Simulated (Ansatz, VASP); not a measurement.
# One calculation of PbO, two programs

The input INCAR:

```
SYSTEM = PbO
PREC = Accurate ; ENCUT = 520
EDIFF = 1E-6 ; ISMEAR = 0
SIGMA = 0.05 ; LREAL = .False.
LASPH = .True. ; NELM = 80
ALGO = Normal ; ISIF = 2
LWAVE = .False. ; LCHARG = .True.
LDIPOL = .True. ; IDIPOL = 3
DIPOL = 0.5 0.5 0.500 ; GGA = PE
IVDW = 12 ; LELF = .True.
LVHAR = .True. ; LVACPOTAV = .True.
NBANDS = 28
```

The input KPOINTS:

```
Automatic mesh
0
Gamma
  27 27 1
  0 0 0
```

Contents of POSCAR:

```
PbO
1.0
    4.0111793665      0.0000000000      0.0000000000
    0.0000000000      4.0111793665      0.0000000000
    0.0000000000      0.0000000000     20.4144942285
Pb O
2 2
Direct
    0.5000000000      0.0000000000      0.4408632366
    0.0000000000      0.5000000000      0.5591367634
    0.0000000000      0.0000000000      0.5000000113
    0.5000000000      0.5000000000      0.5000000113
```

Input for Ansatz:

```yaml
crystal:
  lattice:
    - [4.0111793665, 0.0, 0.0]
    - [0.0, 4.0111793665, 0.0]
    - [0.0, 0.0, 20.4144942285]
  atoms:
    - { symbol: Pb, position: [0.5, 0.0, 0.4408632366] }
    - { symbol: O, position: [0.0, 0.0, 0.5000000113] }
    - { symbol: O, position: [0.5, 0.5, 0.5000000113] }
    - { symbol: Pb, position: [0.0, 0.5, 0.5591367634] }
basis:
  ecutwfc: 420
  fft_grid_basis: typed
kpoints:
  mp_grid: { grid: [27, 27, 1] }
hamiltonian:
  xc: pbe
  dispersion: d3bj
scf:
  occupations: { method: gaussian, width: 0.05 }
output:
  forces: true
  eigenvalues: true
  band_densities:
    - { e_range: [-3.3, -2.5] }
    - { e_range: [-2.5, -1.9] }
    - { e_range: [-1.9, -1.55] }
    - { e_range: [-1.55, 0.0] }
    - { e_range: [0.0, 1.55] }
    - { e_range: [1.55, 1.9] }
  band_residual_tolerance: 1.0e-05
  write_potential: true
  elf: true
  write_density: true
  volumetric_format: npy
efield:
  axis: 3
  dipole_correction: true
  ramp_width: 0.04
checkpoint:
  read: start.run
  write: ck
  compress: false
  write_wavefunctions: false
  write_every: 100000
```

Alike in both runs: task single point; functional PBE; dispersion D3(BJ); k mesh 27 × 27 × 1; occupations gaussian, width 0.05 eV; no spin polarisation.

```csv
,VASP,Ansatz
version,VASP 6.6.1,Ansatz 0.2.0
potentials or method,"VASP PAW PBE potentials, release 64 (Pb_d, O), cutoff 520 eV","scalar-relativistic, plane waves, PAW"
valence electrons in the cell,40,40
```

VASP gave:

- gap on the k mesh at the Fermi level (eV): 2.59
- rms of the force components (eV/Å): 0.016

Which values does Ansatz return?

gap on the k mesh at the Fermi level (eV): 2.60; rms of the force components (eV/Å): 0.000.

Ansatz's warnings: xc potential rough in thin density.

Spin-orbit coupling is off throughout.
